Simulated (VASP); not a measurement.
Write the native input for VASP 6.6.1 that does the following.

```yaml
Task: single point
Functional: PBE
Potentials_or_basis: VASP PAW PBE potentials, release 64 (Ti_sv, Ge_d)
Cutoff: 520 eV
k_mesh: 4 × 4 × 4
Occupations: gaussian, width 0.2 eV
Spin: no spin polarisation
Dipole_correction: no
Further_INCAR_settings: ALGO = Normal; EDIFF = 1e-06; NBANDS = 52
```

The structure of Ti6Ge lies in POSCAR:

```
Ti6Ge
1.0
   -3.4510749413      3.4510749413      2.7652683709
    3.4510749413     -3.4510749413      2.7652683709
    3.4510749413      3.4510749413     -2.7652683709
Ti Ge
6 1
Direct
    0.5000000000      0.5000000000      0.5000000000
    0.0000000000      0.0000000000      0.5000000000
    0.5000000000      0.0000000000      0.0000000000
    0.0000000000      0.5000000000      0.0000000000
    0.7500000000      0.2500000000      0.5000000000
    0.2500000000      0.7500000000      0.5000000000
    0.5000000000      0.5000000000      0.0000000000
```

The cell was generated, and may not be a known phase.

One way to write it, as run:

INCAR

```
ALGO = Normal
EDIFF = 1E-6
ENCUT = 520
GGA = PE
ISIF = 2
ISMEAR = 0
LASPH = T
LCHARG = F
LREAL = F
LWAVE = F
NBANDS = 52
NELM = 80
PREC = Accurate
SIGMA = 0.2
```

KPOINTS

```
k-points
0
Gamma
  4 4 4
```

Potentials or basis: VASP PAW PBE potentials, release 64 (Ti_sv, Ge_d).

Launch:

```sh
$ cat potpaw_PBE.64/Ti_sv/POTCAR potpaw_PBE.64/Ge_d/POTCAR > POTCAR
$ mpirun -np 1 vasp_std > vasp.out
```

It gave:

The pressure is -0.1 GPa and the band gap on the k mesh is zero (bands 43 and 44 overlap by 0.64 eV).

Caveat: the k points lie up to 0.36 Å⁻¹ apart, too coarse for converged energies and pressures of a metal.

Run time: 80 s on 1 thread of AMD EPYC 9R45 96-Core Processor (Zen 5), on a shared host, peak memory 0.25 GiB.
